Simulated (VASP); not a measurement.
A run of VASP 6.6.1 is set up as follows.

The input INCAR:

```
SYSTEM = Ti3Br
ALGO     = Normal         ! electronic algorithm
EDIFF    = 1E-7           ! SCF threshold, eV
ENCUT    = 520            ! plane-wave cutoff, eV
GGA      = PE             ! functional
ISIF     = 2              ! what is computed and relaxed
ISMEAR   = 0              ! smearing method
LASPH    = .TRUE.         ! aspherical terms in the spheres
LCHARG   = .FALSE.        ! write CHGCAR
LREAL    = .FALSE.        ! projectors in reciprocal space
LWAVE    = .FALSE.        ! write WAVECAR
NBANDS   = 30             ! bands
NELM     = 60             ! most SCF steps
PREC     = Accurate       ! precision mode
SIGMA    = 0.1            ! smearing width, eV
```

Contents of KPOINTS:

```
k-points
0
G
  12 12 12
  0 0 0
```

The input POSCAR:

```
Ti3Br
1.0
    4.0840857870      0.0000000000      0.0000000000
    0.0000000000      4.0840857870      0.0000000000
    0.0000000000      0.0000000000      4.0840857870
Ti Br
3 1
Direct
    0.0000000000      0.5000000000      0.5000000000
    0.5000000000      0.0000000000      0.5000000000
    0.5000000000      0.5000000000      0.0000000000
    0.0000000000      0.0000000000      0.0000000000
```

Potentials or basis: VASP PAW PBE potentials, release 64 (Ti_sv, Br).

Run with:

```bash
$ cat potpaw_PBE.64/Ti_sv/POTCAR potpaw_PBE.64/Br/POTCAR > POTCAR
$ mpirun -np 1 vasp_std > vasp.out
```

Problem. Predict the band gap on the k mesh.

Solution. Zero (an odd number of electrons rules out a gap without spin polarisation).

Problem. What does it give for the pressure?

Solution. 0.0 GPa.
